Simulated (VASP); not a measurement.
# TiO2 (P4_2/mnm) in VASP: single point with r2SCAN+U

Aim: the single point of TiO2 with r2SCAN+U.

Program: VASP 6.6.1. These are calculated values, not measurements. Logs are shortened: lines on timing, memory, paths and dates and some standing lists are left out, and cuts for length are marked.

### Step 1. The cell of the first run

It takes space group P4_2/mnm (No. 136, tetragonal). The conventional cell has a = 4.589 Å, b = 4.589 Å, c = 2.958 Å, α = 90.00°, β = 90.00°, γ = 90.00°. Within 2.6 Å of Ti (site symmetry mmm) lie 6 O at 1.96 Å. Within 2.6 Å of O (site symmetry m2m) lie 3 Ti at 1.96 Å and 1 O at 2.57 Å.

### Step 2. Single point, r2SCAN+U, collinear spin

The input, POSCAR:

```
TiO2
1.0
    4.5887800000      0.0000000000      0.0000000000
    0.0000000000      4.5887800000      0.0000000000
    0.0000000000      0.0000000000      2.9575600000
Ti O
2 4
Direct
    0.0000000000      0.0000000000      0.0000000000
    0.5000000000      0.5000000000      0.5000000000
    0.3023300000      0.3023300000      0.0000000000
    0.1976700000      0.8023300000      0.5000000000
    0.6976700000      0.6976700000      0.0000000000
    0.8023300000      0.1976700000      0.5000000000
```

The input, INCAR.step1:

```
SYSTEM = TiO2
PREC = Accurate
ENCUT = 520
ISMEAR = 0
SIGMA = 0.05
LREAL = .False.
LASPH = .True.
NELM = 150
ISPIN = 2
MAGMOM = 1 -1 0 0 0 0
LMAXMIX = 4
LDAU = .True.
LDAUTYPE = 2
LDAUL = 2 -1
LDAUU = 3 0
LDAUJ = 0 0
NBANDS = 37
GGA = PE
ALGO = Normal
EDIFF = 1E-4
LWAVE = .True.
LCHARG = .False.
```

The input, INCAR.step2:

```
SYSTEM = TiO2
PREC = Accurate
ENCUT = 520
EDIFF = 1E-7
ISMEAR = 0
SIGMA = 0.05
LREAL = .False.
LASPH = .True.
NELM = 150
ALGO = Normal
ISIF = 2
LWAVE = .False.
LCHARG = .False.
ISPIN = 2
MAGMOM = 1 -1 0 0 0 0
LORBIT = 11
LMAXMIX = 4
LDAU = .True.
LDAUTYPE = 2
LDAUL = 2 -1
LDAUU = 3 0
LDAUJ = 0 0
LDAUPRINT = 1
METAGGA = R2SCAN
LMIXTAU = .True.
NBANDS = 37
ISTART = 1
```

The input, KPOINTS:

```
regular mesh
0
Gamma
  5 5 7
  0 0 0
```

Potentials or basis: VASP PAW PBE potentials, release 64 (Ti_sv, O).

Run with:

```console
cat potpaw_PBE.64/Ti_sv/POTCAR potpaw_PBE.64/O/POTCAR > POTCAR
cp INCAR.step1 INCAR
mpirun -np 1 vasp_std > vasp.out
cp INCAR.step2 INCAR
mpirun -np 1 vasp_std > vasp.out
```

OUTCAR:

```text
SYSTEM = TiO2
   PREC = Accurate
   ENCUT = 520
   EDIFF = 1E-7
   ISMEAR = 0
   LREAL = .False.
   LASPH = .True.
   NELM = 150
   ISIF = 2
   ISPIN = 2
   LORBIT = 11
   METAGGA = R2SCAN
   ISTART = 1

 ion  position               nearest neighbor table
   1  0.000  0.000  0.000-   4 1.96   6 1.96   4 1.96   6 1.96   5 1.96   3 1.96
   2  0.500  0.500  0.500-   3 1.96   5 1.96   3 1.96   5 1.96   4 1.96   6 1.96
   3  0.302  0.302  0.000-   2 1.96   2 1.96   1 1.96
   4  0.198  0.802  0.500-   1 1.96   1 1.96   2 1.96
   5  0.698  0.698  0.000-   2 1.96   2 1.96   1 1.96
   6  0.802  0.198  0.500-   1 1.96   1 1.96   2 1.96

  LATTYP: Found a simple tetragonal cell.
 ALAT       =     4.5887800000
 C/A-ratio  =     0.6445198942

  Lattice vectors:

 A1 = (   4.5887800000,   0.0000000000,   0.0000000000)
 A2 = (   0.0000000000,   4.5887800000,   0.0000000000)
 A3 = (   0.0000000000,   0.0000000000,   2.9575600000)

Analysis of symmetry for initial positions (statically):
=====================================================================
 Subroutine PRICEL returns:
 Original cell was already a primitive cell.

 Routine SETGRP: Setting up the symmetry group for a
 simple tetragonal supercell.

 Subroutine GETGRP returns: Found 16 space group operations
 (whereof  8 operations were pure point group operations)
 out of a pool of 16 trial point group operations.

The static configuration has the point symmetry D_2h.
 The point group associated with its full space group is D_4h.

Analysis of symmetry for dynamics (positions and initial velocities):
=====================================================================
 Subroutine PRICEL returns:
 Original cell was already a primitive cell.

 Routine SETGRP: Setting up the symmetry group for a
 simple tetragonal supercell.

 Subroutine GETGRP returns: Found 16 space group operations
 (whereof  8 operations were pure point group operations)
 out of a pool of 16 trial point group operations.

The dynamic configuration has the point symmetry D_2h.
 The point group associated with its full space group is D_4h.

Analysis of structural, dynamic, and magnetic symmetry:
=====================================================================
 Subroutine PRICEL returns:
 Original cell was already a primitive cell.

 Routine SETGRP: Setting up the symmetry group for a
 simple tetragonal supercell.

 Subroutine GETGRP returns: Found 16 space group operations
 (whereof  8 operations were pure point group operations)
 out of a pool of 16 trial point group operations.

The overall configuration has the point symmetry D_2h.
 The point group associated with its full space group is D_4h.

 Subroutine INISYM returns: Found 16 space group operations
 (whereof  8 operations are pure point group operations),
 and found     1 'primitive' translations

----------------------------------------------------------------------------------------

                                     Primitive cell

  volume of cell :      62.2771

  direct lattice vectors                    reciprocal lattice vectors
     4.588780000  0.000000000  0.000000000     0.217922847  0.000000000  0.000000000
     0.000000000  4.588780000  0.000000000     0.000000000  0.217922847  0.000000000
     0.000000000  0.000000000  2.957560000     0.000000000  0.000000000  0.338116556

  length of vectors
     4.588780000  4.588780000  2.957560000     0.217922847  0.217922847  0.338116556

  position of ions in fractional coordinates (direct lattice)
[... 157 lines left out ...]
  o =  0.0973  v =  0.0000  0.0000 -0.0000  0.0000 -1.0000  0.0000  0.0000  0.0000  0.0000  0.0000      0.0000  0.0000  0.0000  0.0000  0.0000  0.0000  0.0000  0.0000  0.0000  0.0000
  o =  0.0973  v =  0.0000  0.0000  0.0000  0.0000  0.0000  0.0000  0.0000 -0.0000  0.0000 -1.0000      0.0000  0.0000  0.0000  0.0000  0.0000  0.0000  0.0000  0.0000  0.0000  0.0000
  o =  0.2489  v =  0.0000  0.0000  0.0000  0.0000  0.0000 -0.8375  0.0000  0.5465  0.0000 -0.0000      0.0000  0.0000  0.0000  0.0000  0.0000  0.0000  0.0000  0.0000  0.0000  0.0000
  o =  0.2489  v = -0.8375  0.0000  0.5465  0.0000 -0.0000  0.0000  0.0000  0.0000  0.0000  0.0000      0.0000  0.0000  0.0000  0.0000  0.0000  0.0000  0.0000  0.0000  0.0000  0.0000
  o =  0.2663  v =  0.0000  0.0000  0.0000  0.0000  0.0000  0.0000  0.7071  0.0000 -0.7071 -0.0000      0.0000  0.0000  0.0000  0.0000  0.0000  0.0000  0.0000  0.0000  0.0000  0.0000
  o =  0.2663  v =  0.0000 -0.7071  0.0000  0.7071 -0.0000  0.0000  0.0000  0.0000  0.0000  0.0000      0.0000  0.0000  0.0000  0.0000  0.0000  0.0000  0.0000  0.0000  0.0000  0.0000

atom =   2  type =  1  l = 2

 onsite density matrix

spin component  1

  0.1976  0.0000  0.0786  0.0000  0.0000
  0.0000  0.1801  0.0000  0.0862  0.0000
  0.0786  0.0000  0.1284  0.0000  0.0000
  0.0000  0.0862  0.0000  0.1801  0.0000
  0.0000  0.0000  0.0000  0.0000  0.0973

spin component  2

  0.1976  0.0000  0.0786  0.0000  0.0000
  0.0000  0.1801  0.0000  0.0862  0.0000
  0.0786  0.0000  0.1284  0.0000  0.0000
  0.0000  0.0862  0.0000  0.1801  0.0000
  0.0000  0.0000  0.0000  0.0000  0.0973

 occupancies and eigenvectors

  o =  0.0771  v =  0.0000  0.0000  0.0000  0.0000  0.0000 -0.5465  0.0000  0.8375  0.0000  0.0000      0.0000  0.0000  0.0000  0.0000  0.0000  0.0000  0.0000  0.0000  0.0000  0.0000
  o =  0.0771  v = -0.5465  0.0000  0.8375  0.0000  0.0000  0.0000  0.0000  0.0000  0.0000  0.0000      0.0000  0.0000  0.0000  0.0000  0.0000  0.0000  0.0000  0.0000  0.0000  0.0000
  o =  0.0939  v =  0.0000  0.7071  0.0000 -0.7071  0.0000  0.0000  0.0000  0.0000  0.0000  0.0000      0.0000  0.0000  0.0000  0.0000  0.0000  0.0000  0.0000  0.0000  0.0000  0.0000
  o =  0.0939  v =  0.0000  0.0000  0.0000  0.0000  0.0000  0.0000  0.7071  0.0000 -0.7071  0.0000      0.0000  0.0000  0.0000  0.0000  0.0000  0.0000  0.0000  0.0000  0.0000  0.0000
  o =  0.0973  v =  0.0000  0.0000  0.0000  0.0000  0.0000  0.0000 -0.0000 -0.0000  0.0000  1.0000      0.0000  0.0000  0.0000  0.0000  0.0000  0.0000  0.0000  0.0000  0.0000  0.0000
  o =  0.0973  v =  0.0000 -0.0000 -0.0000  0.0000  1.0000  0.0000  0.0000  0.0000  0.0000  0.0000      0.0000  0.0000  0.0000  0.0000  0.0000  0.0000  0.0000  0.0000  0.0000  0.0000
  o =  0.2489  v = -0.8375  0.0000 -0.5465  0.0000 -0.0000  0.0000  0.0000  0.0000  0.0000  0.0000      0.0000  0.0000  0.0000  0.0000  0.0000  0.0000  0.0000  0.0000  0.0000  0.0000
  o =  0.2489  v =  0.0000  0.0000  0.0000  0.0000  0.0000 -0.8375  0.0000 -0.5465  0.0000 -0.0000      0.0000  0.0000  0.0000  0.0000  0.0000  0.0000  0.0000  0.0000  0.0000  0.0000
  o =  0.2663  v =  0.0000 -0.7071  0.0000 -0.7071 -0.0000  0.0000  0.0000  0.0000  0.0000  0.0000      0.0000  0.0000  0.0000  0.0000  0.0000  0.0000  0.0000  0.0000  0.0000  0.0000
  o =  0.2663  v =  0.0000  0.0000  0.0000  0.0000  0.0000  0.0000 -0.7071  0.0000 -0.7071 -0.0000      0.0000  0.0000  0.0000  0.0000  0.0000  0.0000  0.0000  0.0000  0.0000  0.0000

 number of electron      48.0000001 magnetization       0.0000000

 Free energy of the ion-electron system (eV)
  ---------------------------------------------------
  ext. energy  EPLUGINS =         0.00000000
  ---------------------------------------------------
  free energy    TOTEN  =       -65.90933537 eV

  energy without entropy =      -65.90933537  energy(sigma->0) =      -65.90933537

 E-fermi :   5.1870     XC(G=0): -12.1801

 val. band max:        4.8321358279   @ k =   0.0000   0.0000   0.0000
 cond. band min:       7.4165297912   @ k =   0.4000   0.4000   0.0000
 fundamental gap:      2.5843939633
 Fermi energy:         5.1870403268

 spin component 1

 k-point     1 :       0.0000    0.0000    0.0000
  band No.  band energies     occupation
      1     -55.1151      1.00000
      2     -55.0977      1.00000
      3     -30.3369      1.00000
      4     -30.3369      1.00000
      5     -30.1724      1.00000
      6     -30.1724      1.00000
[... 925 lines left out ...]
     35      17.1048      0.00000
     36      17.4072      0.00000
 Fermi energy:         5.1870403268

 spin component 2

 k-point     1 :       0.0000    0.0000    0.0000
  band No.  band energies     occupation
      1     -55.1151      1.00000
      2     -55.0977      1.00000
      3     -30.3369      1.00000
      4     -30.3369      1.00000
      5     -30.1724      1.00000
      6     -30.1724      1.00000
[... 925 lines left out ...]
     35      17.1048      0.00000
     36      17.4072      0.00000
 [bands above 36 left out]

------------------------ aborting loop because EDIFF is reached ----------------------------------------

  FORCE on cell =-STRESS in cart. coord.  units (eV):
  Direction    XX          YY          ZZ          XY          YZ          ZX
  --------------------------------------------------------------------------------------
  -------------------------------------------------------------------------------------
  Total        2.2035818      2.2035818      3.4444082      0.0000000      0.0000000      0.0000000
  in kB       56.6906871     56.6906871     88.6129420      0.0000000      0.0000000      0.0000000
  external PRESSURE =      67.3314388 kB  Pullay stress =       0.0000000 kB

 VOLUME and BASIS-vectors are now :
 -----------------------------------------------------------------------------
  energy-cutoff  :      520.00
  volume of cell :       62.28
      direct lattice vectors                 reciprocal lattice vectors
     4.588780000  0.000000000  0.000000000     0.217922847  0.000000000  0.000000000
     0.000000000  4.588780000  0.000000000     0.000000000  0.217922847  0.000000000
     0.000000000  0.000000000  2.957560000     0.000000000  0.000000000  0.338116556

 POSITION                                       TOTAL-FORCE (eV/Angst)
 -----------------------------------------------------------------------------------
      0.00000      0.00000      0.00000         0.000000     -0.000000     -0.000000
      2.29439      2.29439      1.47878         0.000000     -0.000000     -0.000000
      1.38733      1.38733      0.00000         0.154609      0.154609      0.000000
      0.90706      3.68172      1.47878        -0.154609      0.154609     -0.000000
      3.20145      3.20145      0.00000        -0.154609     -0.154609     -0.000000
      3.68172      0.90706      1.47878         0.154609     -0.154609     -0.000000
 -----------------------------------------------------------------------------------
    total drift:                                0.000000      0.000000      0.000000

  FREE ENERGIE OF THE ION-ELECTRON SYSTEM (eV)
  ---------------------------------------------------
  free  energy   TOTEN  =       -65.9093353711 eV

  energy  without entropy=      -65.9093353711  energy(sigma->0) =      -65.90933537

 total charge

# of ion       s       p       d       tot
------------------------------------------
    1        2.226   6.314   1.539  10.080
    2        2.226   6.314   1.539  10.080
    3        1.575   3.555   0.000   5.130
    4        1.575   3.555   0.000   5.130
    5        1.575   3.555   0.000   5.130
    6        1.575   3.555   0.000   5.130
--------------------------------------------------
tot         10.753  26.850   3.079  40.681

 magnetization (x)

# of ion       s       p       d       tot
------------------------------------------
    1       -0.000   0.000  -0.000   0.000
    2        0.000  -0.000   0.000  -0.000
    3       -0.000  -0.000   0.000  -0.000
    4        0.000   0.000   0.000   0.000
    5       -0.000  -0.000   0.000  -0.000
    6        0.000   0.000   0.000   0.000
--------------------------------------------------
tot          0.000   0.000   0.000   0.000
```

It took 12 min on 1 thread of Intel Xeon 8259CL, shared host; peak memory 0.25 GiB.

What came out:

```
Free energy                                           : -65.9093 eV
Pressure                                              : 6.7 GPa
Largest force                                         : 0.219 eV/Å
Band gap on the k mesh                                : 2.58 eV
Net moment                                            : 0.00 μB per cell
Valence electrons inside the program's atomic spheres : Ti 10.08; O 5.13
```

Forces in eV/Å, atoms in the order of the input:
```
Ti   0.000  0.000  0.000
Ti   0.000  0.000  0.000
O    0.155  0.155  0.000
O   -0.155  0.155  0.000
O   -0.155 -0.155  0.000
O    0.155 -0.155  0.000
```

Levels at points of the mesh, in eV from the valence-band top:
Spin up:
| k point | band 20 | band 21 | band 22 | band 23 | band 24 | band 25 | band 26 | band 27 | band 28 | band 29 |
| --- | --- | --- | --- | --- | --- | --- | --- | --- | --- | --- |
| (0.00, 0.00, 0.00) | -2.24 | -0.87 | -0.58 | -0.58 | 0.00 | 2.59 | 2.78 | 3.17 | 3.26 | 3.26 |
Spin down:
```tsv
k point	band 22	band 23	band 24	band 25	band 26	band 27
(0.00, 0.00, 0.00)	-0.58	-0.58	0.00	2.59	2.78	3.17
```

Eigenvalues of the final occupation matrices:
```tsv
site	spin	trace	eigenvalues
site 1 d	1	0.78	0.08 0.09 0.10 0.25 0.27
site 1 d	2	0.78	0.08 0.09 0.10 0.25 0.27
site 2 d	1	0.78	0.08 0.09 0.10 0.25 0.27
site 2 d	2	0.78	0.08 0.09 0.10 0.25 0.27
```

Caveat: the cell stands under pressure; the PAW data sets were made with another functional, which shifts forces and pressure a little.
